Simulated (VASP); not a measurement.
# CsAg3O2 (P6/mmm) in VASP: further runs

Runs on CsAg3O2. Level: PBE. Tasks: relaxation of cell and atoms, single point.

Program: VASP 6.6.1. These are calculated values, not measurements. Logs are shortened: lines on timing, memory, paths and dates and some standing lists are left out, and cuts for length are marked.

## Step 1: The cell of the first run

The structure is hexagonal, space group P6/mmm (No. 191). The conventional cell has a = 6.002 Å, b = 6.002 Å, c = 3.535 Å, α = 90.00°, β = 90.00°, γ = 120.00°. Cs (site symmetry 6/mmm) has 6 O at 3.47 Å and 12 Ag at 3.48 Å and 2 Cs at 3.54 Å within 4.6 Å. Ag (site symmetry mmm) has 4 O at 2.48 Å and 4 Ag at 3.00 Å within 3.3 Å. O (site symmetry -6m2) has 6 Ag at 2.48 Å within 3.3 Å.

The cell was generated, and may not be a known phase.

## Step 2: Relaxation of cell and atoms, PBE

File INCAR:

```
SYSTEM = CsAg3O2
PREC = Accurate
ENCUT = 600
EDIFF = 1E-6
ISMEAR = 0
SIGMA = 0.1
LREAL = .FALSE.
LASPH = .TRUE.
NELM = 60
ALGO = Normal
ISIF = 3
LWAVE = .FALSE.
LCHARG = .FALSE.
GGA = PE
IBRION = 2
NSW = 90
EDIFFG = -0.04
```

File KPOINTS:

```
Automatic mesh
0
G
  3 3 6
  0 0 0
```

File POSCAR:

```
CsAg3O2
1.0
    6.0022942775      0.0000000000      0.0000000000
   -3.0011471388      5.1981393253      0.0000000000
    0.0000000000      0.0000000000      3.5352487137
Cs Ag O
1 3 2
Direct
    0.0000000000      0.0000000000      0.0000000000
    0.0000000000      0.5000000000      0.5000000000
    0.5000000000      0.5000000000      0.5000000000
    0.5000000000      0.0000000000      0.5000000000
    0.6666666667      0.3333333333      0.0000000000
    0.3333333333      0.6666666667      0.0000000000
```

Potentials or basis: VASP PAW PBE potentials, release 64 (Cs_sv, Ag, O).

Started as:

```console
> cat potpaw_PBE.64/Cs_sv/POTCAR potpaw_PBE.64/Ag/POTCAR potpaw_PBE.64/O/POTCAR > POTCAR
> mpirun -np 1 vasp_std > vasp.out
```

OUTCAR:

```text
SYSTEM = CsAg3O2
   PREC = Accurate
   ENCUT = 600
   EDIFF = 1E-6
   ISMEAR = 0
   LREAL = .FALSE.
   LASPH = .TRUE.
   NELM = 60
   ISIF = 3
   GGA = PE
   IBRION = 2
   NSW = 90
   EDIFFG = -0.04

 ion  position               nearest neighbor table
   1  0.000  0.000  0.000-
   2  0.000  0.500  0.500-   5 2.48   6 2.48   5 2.48   6 2.48   4 3.00   4 3.00   3 3.00   3 3.00

   3  0.500  0.500  0.500-   5 2.48   6 2.48   5 2.48   6 2.48   2 3.00   2 3.00   4 3.00   4 3.00

   4  0.500  0.000  0.500-   5 2.48   6 2.48   5 2.48   6 2.48   2 3.00   2 3.00   3 3.00   3 3.00

   5  0.667  0.333  0.000-   2 2.48   2 2.48   4 2.48   4 2.48   3 2.48   3 2.48
   6  0.333  0.667  0.000-   2 2.48   2 2.48   4 2.48   4 2.48   3 2.48   3 2.48

  LATTYP: Found a hexagonal cell.
 ALAT       =     6.0022942775
 C/A-ratio  =     0.5889829039

  Lattice vectors:

 A1 = (   6.0022942775,   0.0000000000,   0.0000000000)
 A2 = (  -3.0011471388,   5.1981393253,   0.0000000000)
 A3 = (   0.0000000000,   0.0000000000,   3.5352487137)

Analysis of symmetry for initial positions (statically):
=====================================================================
 Subroutine PRICEL returns:
 Original cell was already a primitive cell.

 Routine SETGRP: Setting up the symmetry group for a
 hexagonal supercell.

 Subroutine GETGRP returns: Found 24 space group operations
 (whereof 24 operations were pure point group operations)
 out of a pool of 24 trial point group operations.

The static configuration has the point symmetry D_6h.

Analysis of symmetry for dynamics (positions and initial velocities):
=====================================================================
 Subroutine PRICEL returns:
 Original cell was already a primitive cell.

 Routine SETGRP: Setting up the symmetry group for a
 hexagonal supercell.

 Subroutine GETGRP returns: Found 24 space group operations
 (whereof 24 operations were pure point group operations)
 out of a pool of 24 trial point group operations.

The dynamic configuration has the point symmetry D_6h.

 Subroutine INISYM returns: Found 24 space group operations
 (whereof 24 operations are pure point group operations),
 and found     1 'primitive' translations

----------------------------------------------------------------------------------------

                                     Primitive cell

  volume of cell :     110.3025

  direct lattice vectors                    reciprocal lattice vectors
     6.002294277  0.000000000  0.000000000     0.166602961  0.096188264  0.000000000
    -3.001147139  5.198139325  0.000000000     0.000000000  0.192376529  0.000000000
     0.000000000  0.000000000  3.535248714     0.000000000  0.000000000  0.282865530

  length of vectors
     6.002294277  6.002294278  3.535248714     0.192376529  0.192376529  0.282865530

  position of ions in fractional coordinates (direct lattice)
     0.000000000  0.000000000  0.000000000
     1.000000000  0.500000000  0.500000000
     0.500000000  0.500000000  0.500000000
     0.500000000  0.000000000  0.500000000
     0.666666667  0.333333333  0.000000000
     0.333333333  0.666666667  0.000000000

  ion indices of the primitive-cell ions
   primitive index   ion index
                 1           1
                 2           2
                 3           3
                 4           4
                 5           5
                 6           6

----------------------------------------------------------------------------------------

 KPOINTS: Automatic mesh

Automatic generation of k-mesh.
 Grid dimensions read from file:
 generate k-points for:    3    3    6

 Generating k-lattice:

  Cartesian coordinates                     Fractional coordinates (reciprocal lattice)
     0.055534320  0.032062755  0.000000000     0.333333333  0.000000000  0.000000000
     0.000000000  0.064125510  0.000000000     0.000000000  0.333333333  0.000000000
     0.000000000  0.000000000  0.047144255     0.000000000  0.000000000  0.166666667

  Length of vectors
     0.064125510  0.064125510  0.047144255

  Shift w.r.t. Gamma in fractional coordinates (k-lattice)
     0.000000000  0.000000000  0.000000000

 Subroutine IBZKPT returns following result:
 ===========================================

 Found     12 irreducible k-points:

 Following reciprocal coordinates:
            Coordinates               Weight
  0.000000  0.000000  0.000000      1.000000
  0.333333  0.000000  0.000000      6.000000
  0.333333  0.333333  0.000000      2.000000
  0.000000  0.000000  0.166667      2.000000
  0.333333  0.000000  0.166667     12.000000
  0.333333  0.333333  0.166667      4.000000
  0.000000  0.000000  0.333333      2.000000
  0.333333  0.000000  0.333333     12.000000
  0.333333  0.333333  0.333333      4.000000
  0.000000  0.000000  0.500000      1.000000
  0.333333  0.000000  0.500000      6.000000
  0.333333  0.333333  0.500000      2.000000
   k-points           NKPTS =     12   k-points in BZ     NKDIM =     12   number of bands    NBANDS=     32
   number of dos      NEDOS =    301   number of ions     NIONS =      6
   total plane-waves  NPLWV =  64512
   dimension x,y,z NGX =    48 NGY =   48 NGZ =   28
   dimension x,y,z NGXF=    96 NGYF=   96 NGZF=   56
   ions per type =               1   3   2
   NGX,Y,Z   is equivalent  to a cutoff of  13.29, 13.29, 13.17 a.u.
   NGXF,Y,Z  is equivalent  to a cutoff of  26.59, 26.59, 26.33 a.u.
 SYSTEM =  CsAg3O2
   PREC   = accura    normal or accurate (medium, high low for compatibility)
   ISTART =      0    job   : 0-new  1-cont  2-samecut
   ICHARG =      2    charge: 1-file 2-atom 10-const
   ISPIN  =      1    spin polarized calculation?
   LNONCOLLINEAR =      F non collinear calculations
   LSORBIT =      F    spin-orbit coupling
   LASPH  =      T    aspherical Exc in radial PAW
   ENCUT  =  600.0 eV  44.10 Ry    6.64 a.u.  11.99 11.99  7.06*2*pi/ulx,y,z
   NELM   =     60;   NELMIN=  2; NELMDL= -5     # of ELM steps
   EDIFF  = 0.1E-05   stopping-criterion for ELM
   LREAL  =      F    real-space projection
   EDIFFG = -.4E-01   stopping-criterion for IOM
   NSW    =     90    number of steps for IOM
   IBRION =      2    ionic relax: 0-MD 1-quasi-New 2-CG
   NFREE  =      1    steps in history (QN), initial steepest desc. (CG)
   ISIF   =      3    stress and relaxation
   ISYM   =      2    0-nonsym 1-usesym 2-fastsym
   POTIM  = 0.5000    time-step for ionic-motion
   TEBEG  =    0.0;   TEEND  =   0.0 temperature during run
   PSTRESS=    0.0 pullay stress
   NELECT =      54.0000    total number of electrons
   NUPDOWN=      -1.0000    fix difference up-down
   EMIN   =  10.00;   EMAX   =-10.00  energy-range for DOS
   EFERMI =   0.00;   METHOD = LEGACY
   ISMEAR =     0;   SIGMA  =   0.10  broadening in eV -4-tet -1-fermi 0-gaus
   EFERMI_NEDOS =   21; number of points for ismear=-14 and -15
   IALGO  =     38    algorithm
   IMIX   =      4    mixing-type and parameters
     AMIX     =   0.40;   BMIX     =  1.00
     AMIX_MAG =   1.60;   BMIX_MAG =  1.00
  volume/ion in A,a.u.               =      18.38       124.06
  Fermi-wavevector in a.u.,A,eV,Ry     =   1.290261  2.438240 22.650631  1.664774
  Thomas-Fermi vector in A             =   2.422104
   LORBIT       =      0    0 simple, 1 ext, 2 COOP (PROOUT), +10 PAW based schemes
   GGA     = PE    functional components
   LHFCALC =     F    Hartree Fock is set to
   AEXX    =    0.0000 exact exchange contribution
   IVDW    =     0    specifies the selected vdW correction
   LEPSILON=     F    determine dielectric tensor
   LRPA    =     F    only Hartree local field effects (RPA)
 conjugate gradient relaxation of ions
 non-spin polarized calculation
 Gauss-broadening in eV      SIGMA  =   0.10
  energy-cutoff  :      600.00
  volume of cell :      110.30
 maximum number of plane-waves:      3699
 NGX is ok and might be reduce to    48
   NGX = 23   NGY = 23   NGZ = 15

 number of electron      53.9999997 magnetization

 Free energy of the ion-electron system (eV)
  ---------------------------------------------------
  ext. energy  EPLUGINS =         0.00000000
  ---------------------------------------------------
  free energy    TOTEN  =       -19.59304513 eV

  energy without entropy =      -19.57950730  energy(sigma->0) =      -19.58627622

 E-fermi :   5.0823     XC(G=0): -10.6962

 val. band max:        5.0005661055   @ k =   0.0000   0.0000   0.5000
 cond. band min:       5.1034830825   @ k =   0.3333   0.0000   0.0000
 fundamental gap:      0.1029169769
 Fermi energy:         5.0822507428

 k-point     1 :       0.0000    0.0000    0.0000
  band No.  band energies     occupation
      1     -17.3715      2.00000
      2     -11.9903      2.00000
      3     -11.6749      2.00000
      4      -4.3051      2.00000
      5      -4.3051      2.00000
      6      -3.1416      2.00000
[... 24 lines left out ...]
     31       9.2304      0.00000
     32       9.4265      0.00000

 k-point     2 :       0.3333    0.0000    0.0000
  band No.  band energies     occupation
      1     -17.3651      2.00000
      2     -11.9403      2.00000
      3     -11.7474      2.00000
      4      -4.3814      2.00000
      5      -4.3714      2.00000
      6      -3.1631      2.00000
[... 24 lines left out ...]
     31       9.1938      0.00000
     32       9.2197      0.00000

 k-point     3 :       0.3333    0.3333    0.0000
  band No.  band energies     occupation
      1     -17.3619      2.00000
      2     -11.8498      2.00000
      3     -11.8498      2.00000
      4      -4.4036      2.00000
      5      -4.4036      2.00000
      6      -3.1736      2.00000
[... 24 lines left out ...]
     31       9.2738      0.00000
     32       9.4725      0.00000

 k-point     4 :       0.0000    0.0000    0.1667
  band No.  band energies     occupation
      1     -17.2891      2.00000
      2     -11.9274      2.00000
      3     -11.6855      2.00000
      4      -4.2248      2.00000
      5      -4.2248      2.00000
      6      -3.9479      2.00000
[... 24 lines left out ...]
     31       9.2434      0.00000
     32       9.2434      0.00000

 k-point     5 :       0.3333    0.0000    0.1667
  band No.  band energies     occupation
      1     -17.2837      2.00000
      2     -11.8910      2.00000
      3     -11.7411      2.00000
      4      -4.2817      2.00000
      5      -4.2553      2.00000
      6      -3.9223      2.00000
[... 24 lines left out ...]
     31       8.4107      0.00000
     32       9.4499      0.00000

 k-point     6 :       0.3333    0.3333    0.1667
  band No.  band energies     occupation
      1     -17.2810      2.00000
      2     -11.8211      2.00000
      3     -11.8211      2.00000
      4      -4.2828      2.00000
      5      -4.2828      2.00000
      6      -3.9154      2.00000
[... 24 lines left out ...]
     31       9.0703      0.00000
     32       9.0703      0.00000

 k-point     7 :       0.0000    0.0000    0.3333
  band No.  band energies     occupation
      1     -17.1151      2.00000
      2     -11.7968      2.00000
      3     -11.7065      2.00000
      4      -5.1845      2.00000
      5      -4.0573      2.00000
      6      -4.0573      2.00000
[... 24 lines left out ...]
     31       9.3486      0.00000
     32       9.3486      0.00000

 k-point     8 :       0.3333    0.0000    0.3333
  band No.  band energies     occupation
      1     -17.1121      2.00000
      2     -11.7900      2.00000
      3     -11.7285      2.00000
      4      -5.1303      2.00000
      5      -4.0693      2.00000
      6      -3.9879      2.00000
[... 24 lines left out ...]
     31       8.8873      0.00000
     32      10.0656      0.00000

 k-point     9 :       0.3333    0.3333    0.3333
  band No.  band energies     occupation
      1     -17.1106      2.00000
      2     -11.7632      2.00000
      3     -11.7632      2.00000
      4      -5.1018      2.00000
      5      -4.0146      2.00000
      6      -4.0146      2.00000
[... 24 lines left out ...]
     31       9.0777      0.00000
     32       9.0777      0.00000

 k-point    10 :       0.0000    0.0000    0.5000
  band No.  band energies     occupation
      1     -17.0230      2.00000
      2     -11.7288      2.00000
      3     -11.7170      2.00000
      4      -5.7041      2.00000
      5      -3.9699      2.00000
      6      -3.9699      2.00000
[... 24 lines left out ...]
     31       8.5765      0.00000
     32       9.5203      0.00000

 k-point    11 :       0.3333    0.0000    0.5000
  band No.  band energies     occupation
      1     -17.0213      2.00000
      2     -11.7382      2.00000
      3     -11.7222      2.00000
      4      -5.6409      2.00000
      5      -3.9554      2.00000
      6      -3.8416      2.00000
[... 24 lines left out ...]
     31       9.6600      0.00000
     32      10.1005      0.00000

 k-point    12 :       0.3333    0.3333    0.5000
  band No.  band energies     occupation
      1     -17.0205      2.00000
      2     -11.7339      2.00000
      3     -11.7339      2.00000
      4      -5.6086      2.00000
      5      -3.8635      2.00000
      6      -3.8635      2.00000
[... 24 lines left out ...]
     31      10.2909      0.00000
     32      10.2909      0.00000

------------------------ aborting loop because EDIFF is reached ----------------------------------------

  FORCE on cell =-STRESS in cart. coord.  units (eV):
  Direction    XX          YY          ZZ          XY          YZ          ZX
  --------------------------------------------------------------------------------------
  -------------------------------------------------------------------------------------
  Total       -0.0852772     -0.0852772     -0.1534129      0.0000000     -0.0000000      0.0000000
  in kB       -1.2386782     -1.2386782     -2.2283706      0.0000000     -0.0000000      0.0000000
  external PRESSURE =      -1.5685756 kB  Pullay stress =       0.0000000 kB

 VOLUME and BASIS-vectors are now :
 -----------------------------------------------------------------------------
  energy-cutoff  :      600.00
  volume of cell :      110.30
      direct lattice vectors                 reciprocal lattice vectors
     6.002294277  0.000000000  0.000000000     0.166602961  0.096188264  0.000000000
    -3.001147139  5.198139325  0.000000000     0.000000000  0.192376529  0.000000000
     0.000000000  0.000000000  3.535248714     0.000000000  0.000000000  0.282865530

 POSITION                                       TOTAL-FORCE (eV/Angst)
 -----------------------------------------------------------------------------------
      0.00000      0.00000      0.00000         0.000000      0.000000      0.000000
     -1.50057      2.59907      1.76762         0.000000      0.000000      0.000000
      1.50057      2.59907      1.76762         0.000000      0.000000      0.000000
      3.00115      0.00000      1.76762         0.000000      0.000000      0.000000
      3.00115      1.73271      0.00000         0.000000     -0.000000      0.000000
     -0.00000      3.46543      0.00000        -0.000000      0.000000      0.000000
 -----------------------------------------------------------------------------------
    total drift:                               -0.000000      0.000000     -0.000000

  FREE ENERGIE OF THE ION-ELECTRON SYSTEM (eV)
  ---------------------------------------------------
  free  energy   TOTEN  =       -19.5930451344 eV

  energy  without entropy=      -19.5795072992  energy(sigma->0) =      -19.58627622

 reached required accuracy - stopping structural energy minimisation
```

Wall time 22 s (1 thread of Intel Xeon 6975P-C (Granite Rapids), shared host); peak memory 0.25 GiB.

Results:

```
Free energy             : -19.5930 eV
Pressure after relaxing : -0.2 GPa
Band gap on the k mesh  : zero (bands 27 and 28 overlap by 0.23 eV)
```

Final structure:
```xyz
6
Lattice="6.0023 0.0000 0.0000 -3.0011 5.1981 0.0000 0.0000 0.0000 3.5352" Properties=species:S:1:pos:R:3 pbc="T T T"
Cs    0.0000    0.0000    0.0000
Ag   -1.5006    2.5991    1.7676
Ag    1.5006    2.5991    1.7676
Ag    3.0011    0.0000    1.7676
O     3.0011    1.7327    0.0000
O     0.0000    3.4654    0.0000
```

Levels at points of the mesh, in eV from the Fermi level:
```tsv
k point	band 23	band 24	band 25	band 26	band 27	band 28	band 29	band 30	band 31	band 32
(0.00, 0.00, 0.00)	-2.11	-2.11	-1.48	-1.42	-1.42	0.42	3.06	4.15	4.15	4.34
(0.00, 0.00, 0.50)	-2.60	-2.60	-2.54	-0.08	-0.08	0.81	0.81	3.25	3.49	4.44
```

Caveat: the k points lie up to 0.40 Å⁻¹ apart in the final cell; semilocal functionals underestimate gaps, and a narrow one can read as zero; spin-orbit coupling is left out, which moves the levels of the heavy elements.

## Step 3: Single point, PBE, collinear spin

This run uses another cell than the first one, of 21.92 Å³/atom.

File INCAR:

```
PREC     = Accurate       # precision mode
ENCUT    = 520            # plane-wave cutoff, eV
EDIFF    = 1E-6           # SCF threshold, eV
ISMEAR   = 0              # smearing method
SIGMA    = 0.1            # smearing width, eV
LREAL    = False          # projectors in reciprocal space
LASPH    = True           # aspherical terms in the spheres
NELM     = 150            # most SCF steps
ALGO     = Normal         # electronic algorithm
ISIF     = 2              # what is computed and relaxed
LWAVE    = False          # write WAVECAR
LCHARG   = False          # write CHGCAR
ISPIN    = 2              # spin polarisation
MAGMOM   = 0 1 1 1 0 0    # initial moments
LORBIT   = 11             # projections on sites
LMAXMIX  = 4              # l up to which the mixer works
GGA      = PE             # functional
NBANDS   = 40             # bands
```

File KPOINTS:

```
regular mesh
0
Gamma
  3 3 4
```

File POSCAR:

```
CsAg3O2
1.0
    5.8515343000      0.0000000000      0.0000000000
   -2.9257671500      5.0675773500      0.0000000000
    0.0000000000      0.0000000000      4.4359514900
Cs Ag O
1 3 2
Direct
    0.0000000000      0.0000000000      0.0000000000
    0.0000000000      0.5000000000      0.5000000000
    0.5000000000      0.5000000000      0.5000000000
    0.5000000000      0.0000000000      0.5000000000
    0.6666666700      0.3333333300      0.0000000000
    0.3333333300      0.6666666700      0.0000000000
```

Potentials or basis: VASP PAW PBE potentials, release 64 (Cs_sv, Ag, O).

Started as:

```console
> cat potpaw_PBE.64/Cs_sv/POTCAR potpaw_PBE.64/Ag/POTCAR potpaw_PBE.64/O/POTCAR > POTCAR
> mpirun -np 1 vasp_std > vasp.out
```

Run time: 61 s. Hardware: 1 thread of Intel Xeon 6975P-C (Granite Rapids), shared host; peak memory 0.37 GiB.

The run converged. Its results:

| Quantity | Value |
| --- | --- |
| Free energy | -18.1320 eV |
| Pressure | -6.8 GPa |
| Net moment | -0.36 μB per cell |
| Site moments | Cs +0.00; Ag -0.01; O -0.15 μB |
| Valence electrons inside the program's atomic spheres | Cs 6.57; Ag 9.68; O 4.73 |

Stress tensor (GPa, compression positive):
```
 -3.34   0.00   0.00
  0.00  -3.34   0.00
  0.00   0.00 -13.59
```

Levels at points of the mesh, in eV from the Fermi level:
Spin up:
```
           k point  band 24  band 25  band 26  band 27  band 28  band 29  band 30  band 31
(0.00, 0.00, 0.00)    -0.77    -0.77    -0.37    -0.37     0.12     3.27     4.15     4.15
(0.00, 0.00, 0.50)    -1.46    -1.46     0.10     0.10     2.04     2.11     2.11     3.84
```
Spin down:
```csv
k point,band 25,band 26,band 27,band 28,band 29,band 30
"(0.00, 0.00, 0.00)",-0.96,-0.68,-0.68,-0.02,3.28,4.14
"(0.00, 0.00, 0.50)",-1.72,-0.21,-0.21,1.94,2.13,2.13
```

Caveat: the k points lie up to 0.41 Å⁻¹ apart; a moment this small can come from the mesh or the smearing; spin-orbit coupling is left out, which moves the levels of the heavy elements.

The gap in the log of VASP goes by the Fermi energy; the results here count the filled bands.